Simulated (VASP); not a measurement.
# Mg (P-1) in VASP: further runs, part 2 of 2

VASP 6.6.1.

## (3) Single point, PBEsol

Input file INCAR:

```
  ALGO = Fast
  EDIFF = 1E-7
  ENCUT = 520
  GGA = PS
  ISIF = 2
  ISMEAR = 0
  LASPH = T
  LCHARG = T
  LELF = T
  LREAL = F
  LVHAR = T
  LWAVE = F
  NBANDS = 9
  NELM = 60
  PREC = Accurate
  SIGMA = 0.025
```

Input file KPOINTS:

```
k-points
0
Gamma
  7 7 4
```

Input file POSCAR:

```
Mg
1.0
    3.2093000000      0.0000000000      0.0000000000
   -1.6046500000      2.7793353284      0.0000000000
    0.0000000000      0.0000000000      5.2103000000
Mg
2
Direct
    0.6716710000      0.3385810000      0.7543150000
    0.3365900000      0.6809960000      0.2431600000
```

Potentials or basis: VASP PAW PBE potentials, release 64 (Mg).

The run is started by

```bash
> cat potpaw_PBE.64/Mg/POTCAR > POTCAR
> mpirun -np 1 vasp_std > vasp.out
```

OUTCAR:

```text
EDIFF = 1E-7
   ENCUT = 520
   GGA = PS
   ISIF = 2
   ISMEAR = 0
   LASPH = T
   LREAL = F
   NELM = 60
   PREC = Accurate

 ion  position               nearest neighbor table
   1  0.672  0.339  0.754-   2 3.13   2 3.15   2 3.17   2 3.23   2 3.24   2 3.26
   2  0.337  0.681  0.243-   1 3.13   1 3.15   1 3.17   1 3.23   1 3.24   1 3.26

  LATTYP: Found a hexagonal cell.
 ALAT       =     3.2093000000
 C/A-ratio  =     1.6235004518

  Lattice vectors:

 A1 = (   3.2093000000,   0.0000000000,   0.0000000000)
 A2 = (  -1.6046500000,   2.7793353284,   0.0000000000)
 A3 = (   0.0000000000,   0.0000000000,   5.2103000000)

Analysis of symmetry for initial positions (statically):
=====================================================================
 Subroutine PRICEL returns:
 Original cell was already a primitive cell.

 Routine SETGRP: Setting up the symmetry group for a
 hexagonal supercell.

 Subroutine GETGRP returns: Found  2 space group operations
 (whereof  1 operations were pure point group operations)
 out of a pool of 24 trial point group operations.

The static configuration has the point symmetry C_1 .
 The point group associated with its full space group is S_2 .

Analysis of symmetry for dynamics (positions and initial velocities):
=====================================================================
 Subroutine PRICEL returns:
 Original cell was already a primitive cell.

 Routine SETGRP: Setting up the symmetry group for a
 hexagonal supercell.

 Subroutine GETGRP returns: Found  2 space group operations
 (whereof  1 operations were pure point group operations)
 out of a pool of 24 trial point group operations.

The dynamic configuration has the point symmetry C_1 .
 The point group associated with its full space group is S_2 .

 Subroutine INISYM returns: Found  2 space group operations
 (whereof  1 operations are pure point group operations),
 and found     1 'primitive' translations

----------------------------------------------------------------------------------------

                                     Primitive cell

  volume of cell :      46.4744

  direct lattice vectors                    reciprocal lattice vectors
     3.209300000  0.000000000  0.000000000     0.311594429  0.179899127  0.000000000
    -1.604650000  2.779335328  0.000000000     0.000000000  0.359798255  0.000000000
     0.000000000  0.000000000  5.210300000     0.000000000  0.000000000  0.191927528

  length of vectors
     3.209300000  3.209300000  5.210300000     0.359798255  0.359798255  0.191927528

  position of ions in fractional coordinates (direct lattice)
     0.671671000  0.338581000  0.754315000
     0.336590000  0.680996000  0.243160000

  ion indices of the primitive-cell ions
   primitive index   ion index
                 1           1
                 2           2

----------------------------------------------------------------------------------------

 KPOINTS: k-points

Automatic generation of k-mesh.
 Grid dimensions read from file:
 generate k-points for:    7    7    4

[... 20 lines left out ...]
  0.000000  0.000000  0.000000      1.000000
  0.142857  0.000000  0.000000      2.000000
  0.000000  0.142857  0.000000      2.000000
 -0.142857  0.142857  0.000000      2.000000
  0.285714  0.000000  0.000000      2.000000
  0.000000  0.285714  0.000000      2.000000
[... 16 lines left out ...]
  0.285714  0.285714  0.000000      2.000000
 -0.285714 -0.428571  0.000000      2.000000
 [... further k-points ...]
   k-points           NKPTS =     99   k-points in BZ     NKDIM =     99   number of bands    NBANDS=      9
   number of dos      NEDOS =    301   number of ions     NIONS =      2
   total plane-waves  NPLWV =  23040
   dimension x,y,z NGX =    24 NGY =   24 NGZ =   40
   dimension x,y,z NGXF=    48 NGYF=   48 NGZF=   80
   ions per type =               2
   NGX,Y,Z   is equivalent  to a cutoff of  12.43, 12.43, 12.76 a.u.
   NGXF,Y,Z  is equivalent  to a cutoff of  24.86, 24.86, 25.53 a.u.
 SYSTEM =  unknown system
   PREC   = accura    normal or accurate (medium, high low for compatibility)
   ISTART =      0    job   : 0-new  1-cont  2-samecut
   ICHARG =      2    charge: 1-file 2-atom 10-const
   ISPIN  =      1    spin polarized calculation?
   LNONCOLLINEAR =      F non collinear calculations
   LSORBIT =      F    spin-orbit coupling
   LASPH  =      T    aspherical Exc in radial PAW
   ENCUT  =  520.0 eV  38.22 Ry    6.18 a.u.   5.97  5.97  9.69*2*pi/ulx,y,z
   NELM   =     60;   NELMIN=  2; NELMDL= -5     # of ELM steps
   EDIFF  = 0.1E-06   stopping-criterion for ELM
   LREAL  =      F    real-space projection
   EDIFFG = 0.1E-05   stopping-criterion for IOM
   NSW    =      0    number of steps for IOM
   IBRION =     -1    ionic relax: 0-MD 1-quasi-New 2-CG
   NFREE  =      0    steps in history (QN), initial steepest desc. (CG)
   ISIF   =      2    stress and relaxation
   ISYM   =      2    0-nonsym 1-usesym 2-fastsym
   POTIM  = 0.5000    time-step for ionic-motion
   TEBEG  =    0.0;   TEEND  =   0.0 temperature during run
   PSTRESS=    0.0 pullay stress
   NELECT =       4.0000    total number of electrons
   NUPDOWN=      -1.0000    fix difference up-down
   EMIN   =  10.00;   EMAX   =-10.00  energy-range for DOS
   EFERMI =   0.00;   METHOD = LEGACY
   ISMEAR =     0;   SIGMA  =   0.03  broadening in eV -4-tet -1-fermi 0-gaus
   EFERMI_NEDOS =   21; number of points for ismear=-14 and -15
   IALGO  =     68    algorithm
   IMIX   =      4    mixing-type and parameters
     AMIX     =   0.40;   BMIX     =  1.00
     AMIX_MAG =   1.60;   BMIX_MAG =  1.00
  volume/ion in A,a.u.               =      23.24       156.81
  Fermi-wavevector in a.u.,A,eV,Ry     =   0.722809  1.365911  7.108401  0.522453
  Thomas-Fermi vector in A             =   1.812866
   LORBIT       =      0    0 simple, 1 ext, 2 COOP (PROOUT), +10 PAW based schemes
   GGA     = PS    functional components
   LHFCALC =     F    Hartree Fock is set to
   AEXX    =    0.0000 exact exchange contribution
   IVDW    =     0    specifies the selected vdW correction
   LEPSILON=     F    determine dielectric tensor
   LRPA    =     F    only Hartree local field effects (RPA)
 non-spin polarized calculation
 RMM-DIIS sequential band-by-band and
 Gauss-broadening in eV      SIGMA  =   0.03
  energy-cutoff  :      520.00
  volume of cell :       46.47
 maximum number of plane-waves:      1268
   NGX = 11   NGY = 11   NGZ = 19

 number of electron       4.0000000 magnetization

 Free energy of the ion-electron system (eV)
  ---------------------------------------------------
  ext. energy  EPLUGINS =         0.00000000
  ---------------------------------------------------
  free energy    TOTEN  =        -3.45655838 eV

  energy without entropy =       -3.45575702  energy(sigma->0) =       -3.45615770

 E-fermi :   2.5014     XC(G=0):  -8.4951

 val. band max:        2.4994211994   @ k =   0.4286  -0.4286   0.2500
 cond. band min:       2.5051077613   @ k =   0.4286   0.0000   0.2500
 fundamental gap:      0.0056865619
 Fermi energy:         2.5013932528

 k-point     1 :       0.0000    0.0000    0.0000
  band No.  band energies     occupation
      1      -4.3510      2.00000
      2       0.8686      2.00000
      3       1.2873      2.00000
      4      13.3777      0.00000
      5      13.3826      0.00000
      6      13.4636      0.00000
      7      13.4728      0.00000
      8      14.2837      0.00000
      9      15.8141      0.00000
[... 265 lines left out ...]
 k-point    24 :      -0.2857   -0.4286    0.0000
  band No.  band energies     occupation
      1       0.3132      2.00000
      2       2.8616      0.00000
      3       2.9142      0.00000
      4       5.2417      0.00000
      5       6.0889      0.00000
      6       7.5954      0.00000
      7       8.1683      0.00000
      8       8.5773      0.00000
      9       9.3577      0.00000

 [... further k-points ...]

------------------------ aborting loop because EDIFF is reached ----------------------------------------

  FORCE on cell =-STRESS in cart. coord.  units (eV):
  Direction    XX          YY          ZZ          XY          YZ          ZX
  --------------------------------------------------------------------------------------
  -------------------------------------------------------------------------------------
  Total       -0.5599693     -0.6036621      0.3501847     -0.0196091     -0.0061238      0.0041038
  in kB      -19.3046002    -20.8108841     12.0724045     -0.6760112     -0.2111131      0.1414748
  external PRESSURE =      -9.3476933 kB  Pullay stress =       0.0000000 kB

 VOLUME and BASIS-vectors are now :
 -----------------------------------------------------------------------------
  energy-cutoff  :      520.00
  volume of cell :       46.47
      direct lattice vectors                 reciprocal lattice vectors
     3.209300000  0.000000000  0.000000000     0.311594429  0.179899127  0.000000000
    -1.604650000  2.779335328  0.000000000     0.000000000  0.359798255  0.000000000
     0.000000000  0.000000000  5.210300000     0.000000000  0.000000000  0.191927528

 POSITION                                       TOTAL-FORCE (eV/Angst)
 -----------------------------------------------------------------------------------
      1.61229      0.94103      3.93021        -0.010940      0.014937     -0.189695
     -0.01254      1.89272      1.26694         0.010940     -0.014937      0.189695
 -----------------------------------------------------------------------------------
    total drift:                               -0.000001     -0.000000      0.000001

  FREE ENERGIE OF THE ION-ELECTRON SYSTEM (eV)
  ---------------------------------------------------
  free  energy   TOTEN  =        -3.4565583779 eV

  energy  without entropy=       -3.4557570250  energy(sigma->0) =       -3.45615770
```

stdout:

```text
POSCAR found type information on POSCAR Mg
 POSCAR found :  1 types and       2 ions
 scaLAPACK will be used
 -----------------------------------------------------------------------------
|                                                                             |
|                                                                             |
|     You enforced a specific xc type in the INCAR file but a different       |
|     I HOPE YOU KNOW WHAT YOU ARE DOING!                                     |
|                                                                             |
 -----------------------------------------------------------------------------

 LDA part: xc-table for (Slater+PW92), standard interpolation
 POSCAR, INCAR and KPOINTS ok, starting setup
 FFT: planning ... GRIDC
 FFT: planning ... GRID_SOFT
 FFT: planning ... GRID
 WAVECAR not read
 entering main loop
```

Wall time 20 s (1 thread of Intel Xeon Platinum 8259CL at 2.50GHz (Skylake/Cascade Lake), shared host); peak memory 0.17 GiB.

What came out:

| Property | Result |
| --- | --- |
| Free energy | -3.4566 eV |
| Pressure | -0.9 GPa |
| Largest force | 0.191 eV/Å |
| Band gap on the k mesh | zero (bands 2 and 3 overlap by 2.02 eV) |

Forces on the atoms (eV/Å):
```
Mg  -0.011  0.015 -0.190
Mg   0.011 -0.015  0.190
```

Stress tensor (GPa, compression positive):
```
-1.93 -0.07  0.01
-0.07 -2.08 -0.02
 0.01 -0.02  1.21
```

Caveat: the PAW data sets were made with another functional, which shifts forces and pressure a little.

## (4) Single point, PBEsol

Input file INCAR:

```
PREC = Accurate
ENCUT = 520
EDIFF = 1E-7
ISMEAR = 0
SIGMA = 0.01
LREAL = False
LASPH = True
NELM = 100
ALGO = Normal
ISIF = 2
LWAVE = False
LCHARG = True
GGA = PS
LELF = True
LVHAR = True
NBANDS = 9
```

Input file KPOINTS:

```
regular mesh
0
Gamma
  7 7 4
```

POSCAR is that of step 3.

The run is started by

```bash
> cat potpaw_PBE.64/Mg/POTCAR > POTCAR
> mpirun -np 1 vasp_std > vasp.out
```

Wall time 19 s (1 thread of Intel Xeon Platinum 8259CL at 2.50GHz (Skylake/Cascade Lake), shared host); peak memory 0.18 GiB.

Results (log left out):

```yaml
Free_energy: -3.4561 eV
Pressure: -0.9 GPa
Largest_force: 0.190 eV/Å
Band_gap_on_the_k_mesh: zero (bands 2 and 3 overlap by 2.02 eV)
```

Forces in eV/Å, atoms in the order of the input:
```
Mg  -0.009  0.013 -0.190
Mg   0.009 -0.013  0.190
```

Stress tensor (GPa, compression positive):
```
-1.76 -0.23  0.01
-0.23 -2.25 -0.03
 0.01 -0.03  1.21
```

Levels at points of the mesh, in eV from the Fermi level:
```tsv
k point	band 1	band 2	band 3	band 4	band 5	band 6	band 7
(0.00, 0.00, 0.00)	-6.85	-1.63	-1.22	10.87	10.88	10.96	10.97
(0.00, 0.00, 0.50)	-5.57	-5.38	4.99	5.05	11.59	11.61	11.61
```

Caveat: the PAW data sets were made with another functional, which shifts forces and pressure a little.

## (5) Summary

| smearing | gap on the mesh (eV) | pressure (GPa) | largest force (eV/Å) |
| --- | --- | --- | --- |
| gaussian 0.05 eV | none | -0.9 | 0.19 |
| gaussian 0.025 eV | none | -0.9 | 0.19 |
| gaussian 0.01 eV | none | -0.9 | 0.19 |

Alike in all rows: task single point; level PBEsol; potentials or basis VASP PAW PBE potentials, release 64 (Mg); no spin polarisation; cell as given; k mesh 7 × 7 × 4; cutoff (eV) 520.

Caveats: the PAW data sets were made with another functional, which shifts forces and pressure a little.

Total energies depend on the potentials used, so only differences within one code and one set of settings carry meaning.
